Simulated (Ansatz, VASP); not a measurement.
**Ga2O3 in VASP and in Ansatz**

```xyz
10
Lattice="2.4023 1.3870 4.5410 -2.4023 1.3870 4.5410 0.0000 -2.7739 4.5410" Properties=species:S:1:pos:R:3 pbc="T T T"
Ga    0.0000    0.0000    4.8480
Ga    0.0000    0.0000    1.9635
Ga    0.0000    0.0000    8.7751
Ga    0.0000    0.0000   11.6596
O    -0.9457    1.3870    7.9468
O    -0.7283   -1.5125    7.9468
O     1.6740    0.1255    7.9468
O     0.9457   -1.3870    5.6763
O     0.7283    1.5125    5.6763
O    -1.6740   -0.1255    5.6763
```

Change from the starting cell: strain -0.050 along x and y, +0.000 along z, atoms carried along.

Alike in both runs: task single point; functional PBE; k mesh 6 × 6 × 6; occupations gaussian, width 0.05 eV; no spin polarisation.

```csv
,VASP,Ansatz
version,VASP 6.6.1,Ansatz 0.2.0
potentials or method,"VASP PAW PBE potentials, release 64 (Ga_d, O), cutoff 520 eV","scalar-relativistic, plane waves, PAW"
valence electrons in the cell,88,88
```

VASP gave:

- gap on the k mesh at the Fermi level (eV): 3.45
- least direct gap on the mesh (eV): 3.60
- pressure (GPa): 28.4
- traceless stress, the component that is largest in VASP (GPa): -12.77
- rms of the force components (eV/Å): 0.149

Problem. What did Ansatz give for the same quantities?

Solution. gap on the k mesh at the Fermi level (eV): 3.45; least direct gap on the mesh (eV): 3.61; pressure (GPa): 27.3; traceless stress, the component that is largest in VASP (GPa): -12.76; rms of the force components (eV/Å): 0.159.

Atom by atom the forces differ by 0.011 eV/Å (rms over components). With one functional, cell and mesh, what is left measures potentials, basis and numerics.
